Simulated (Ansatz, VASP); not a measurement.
# Two plane-wave programs on Zr3TiC4

File INCAR:

```
SYSTEM = Zr3TiC4
PREC = Accurate
ENCUT = 600
EDIFF = 1E-6
ISMEAR = 0
SIGMA = 0.2
LREAL = .False.
LASPH = .True.
NELM = 80
ALGO = Normal
ISIF = 3
LWAVE = .False.
LCHARG = .False.
GGA = PE
IBRION = 2
NSW = 80
EDIFFG = -0.025
```

Contents of KPOINTS:

```
Automatic mesh
0
Gamma
  6 4 4
  0 0 0
```

File POSCAR:

```
Zr3TiC4
1.0
    0.0344006310     -0.0170543703      3.2263766065
    3.2743687368     -4.5504858482      0.0583922299
    3.3239448332      4.5855515571      0.0102679710
Zr Ti C
3 1 4
Direct
    0.0156667552      0.4649296417      0.4708933374
    0.5282049740      0.5144426411      0.0235065340
    0.5112511178      0.0015196131      0.4899104400
   -0.0370582904     -0.0021486885     -0.0010539233
    0.0171878062      0.7554653454      0.2462071099
    0.5008508141      0.7512410555      0.7792018639
    0.4864990236      0.2285917764      0.2253651577
   -0.0226022005      0.2859586153      0.7659694803
```

Input for Ansatz:

```yaml
crystal:
  lattice:
    - [0.034400631, -0.0170543703, 3.2263766065]
    - [3.2743687368, -4.5504858482, 0.0583922299]
    - [3.3239448332, 4.5855515571, 0.010267971]
  atoms:
    - { symbol: Zr, position: [0.0156667552, 0.4649296417, 0.4708933374] }
    - { symbol: Zr, position: [0.528204974, 0.5144426411, 0.023506534] }
    - { symbol: Zr, position: [0.5112511178, 0.0015196131, 0.48991044] }
    - { symbol: Ti, position: [-0.0370582904, -0.0021486885, -0.0010539233] }
    - { symbol: C, position: [0.0171878062, 0.7554653454, 0.2462071099] }
    - { symbol: C, position: [0.5008508141, 0.7512410555, 0.7792018639] }
    - { symbol: C, position: [0.4864990236, 0.2285917764, 0.2253651577] }
    - { symbol: C, position: [-0.0226022005, 0.2859586153, 0.7659694803] }
basis:
  ecutwfc: 420
kpoints:
  mp_grid: { grid: [6, 4, 4] }
hamiltonian:
  xc: pbe
scf:
  occupations: { method: gaussian, width: 0.2 }
  lower_state_search: "off"
output:
  forces: true
  stress: true
  eigenvalues: true
relax:
  adjacent_minimum: "off"
  f_tol: 0.025
  max_steps: 60
  cell: { stress_tol: 0.25 }
```

Change from the starting cell: cell x1, atoms moved at random (sigma 0.1 Å) and cell strained at random (1.5 %), then relaxed without symmetry.

Alike in both runs: task relaxation of cell and atoms; functional PBE; k mesh 6 × 4 × 4; occupations gaussian, width 0.2 eV; no spin polarisation.

|  | VASP | Ansatz |
| --- | --- | --- |
| version | VASP 6.6.1 | Ansatz 0.2.0 |
| potentials or method | VASP PAW PBE potentials, release 64 (Zr_sv, Ti_sv, C), cutoff 600 eV | scalar-relativistic, plane waves, PAW |
| valence electrons in the cell | 64 | 64 |

```tsv
	VASP	Ansatz	Ansatz less VASP
gap on the k mesh at the Fermi level, each at its own relaxed structure (eV)	none	none	-
relaxed volume (Å³/atom)	12.38	12.36	-0.019
relaxed length of the cell vector where the two differ most in proportion (Å)	3.279	3.276	-0.0025
```

A gap of «none» marks a metal or a gap that the smearing closes.
